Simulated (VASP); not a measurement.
Se, 2 atoms in the cell. The structure is cubic, space group Fd-3m (No. 227). Conventional cell: a = 6.176 Å, b = 6.176 Å, c = 6.176 Å, α = 90.00°, β = 90.00°, γ = 90.00°. Se (site symmetry -43m) has 4 Se at 2.67 Å within 3.5 Å. 

- Program: VASP 6.6.1
- Task: relaxation of cell and atoms
- Functional: revPBE
- Potentials or basis: VASP PAW PBE potentials, release 64 (Se)
- Cutoff: 600 eV
- k mesh: 9 × 9 × 9
- Occupations: fermi-dirac, width 0.1 eV
- Spin: no spin polarisation
- Dipole correction: no
- Further INCAR settings: ALGO = Normal; EDIFF = 1e-07; IBRION = 2; EDIFFG = -0.01; NSW = 80; ISIF = 3

Potentials or basis: VASP PAW PBE potentials, release 64 (Se).

Command:

```console
$ cat potpaw_PBE.64/Se/POTCAR > POTCAR
$ mpirun -np 1 vasp_std > vasp.out
```

Hardware: 1 thread of Intel Xeon 6975P-C, with other jobs on the host.

**Question.** Estimate the wall time of this run.

**Answer.** It took 56 s on 1 thread of Intel Xeon 6975P-C, on a shared host, peak memory 0.22 GiB. Counts: scf iterations 30, k points 35, ion steps 3.
